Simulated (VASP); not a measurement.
Set up this calculation in VASP 6.6.1, as the native input.

| Item | Value |
| --- | --- |
| Task | relaxation of cell and atoms |
| Functional | PBE |
| Dispersion | D3(BJ) |
| Potentials or basis | VASP PAW PBE potentials, release 64 (P, C, S) |
| Cutoff | 600 eV |
| k mesh | 10 × 10 × 10 |
| Occupations | gaussian, width 0.1 eV |
| Spin | no spin polarisation |
| Dipole correction | no |
| Further INCAR settings | ALGO = Normal; EDIFF = 1e-07; IBRION = 2; EDIFFG = -0.01; NSW = 100; ISIF = 3 |

The structure of PCS4 lies in POSCAR:

```
PCS4
1.0
   -2.6975797451      2.6975797451      3.1396549464
    2.6975797451     -2.6975797451      3.1396549464
    2.6975797451      2.6975797451     -3.1396549464
P C S
1 1 4
Direct
    0.0000000000      0.0000000000      0.0000000000
    0.5000000000      0.5000000000      0.0000000000
    0.5000000000      0.5000000000      0.5000000000
    0.0000000000      0.0000000000      0.5000000000
    0.5000000000      0.0000000000      0.0000000000
    0.0000000000      0.5000000000      0.0000000000
```

The cell was generated, and may not be a known phase.

These files were run (other wordings do the same):

INCAR

```
  PREC = Accurate
  ENCUT = 600
  EDIFF = 1E-7
  ISMEAR = 0
  SIGMA = 0.1
  LREAL = F
  LASPH = T
  NELM = 80
  ALGO = Normal
  ISIF = 3
  LWAVE = F
  LCHARG = F
  GGA = PE
  IVDW = 12
  IBRION = 2
  NSW = 100
  EDIFFG = -0.01
```

KPOINTS

```
regular mesh
0
Gamma
  10 10 10
```

Potentials or basis: VASP PAW PBE potentials, release 64 (P, C, S).

Launch:

```bash
$ cat potpaw_PBE.64/P/POTCAR potpaw_PBE.64/C/POTCAR potpaw_PBE.64/S/POTCAR > POTCAR
$ mpirun -np 1 vasp_std > vasp.out
```

Results of the run:

```json
{"Relaxed volume": "15.34 Å³/atom", "Relaxed cell": "a = 4.966 Å, b = 4.966 Å, c = 4.966 Å, α = 114.89°, β = 114.89°, γ = 99.11°", "Space group after relaxing (to 0.1 Å)": "I4/mmm (No. 139)", "Energy gained by relaxing": "2.9 meV/atom", "Ionic steps": "5", "Pressure after relaxing": "0.0 GPa", "Band gap on the k mesh": "zero (an odd number of electrons rules out a gap without spin polarisation)", "Dispersion energy per atom": "-0.339 eV"}
```

Caveat: an odd number of electrons without spin polarisation forces a metal; a magnetic or distorted state may lie lower.

It took 5.2 min on 1 thread of Intel(R) Xeon(R) 6975P-C (Granite Rapids), on a shared host, peak memory 0.39 GiB.
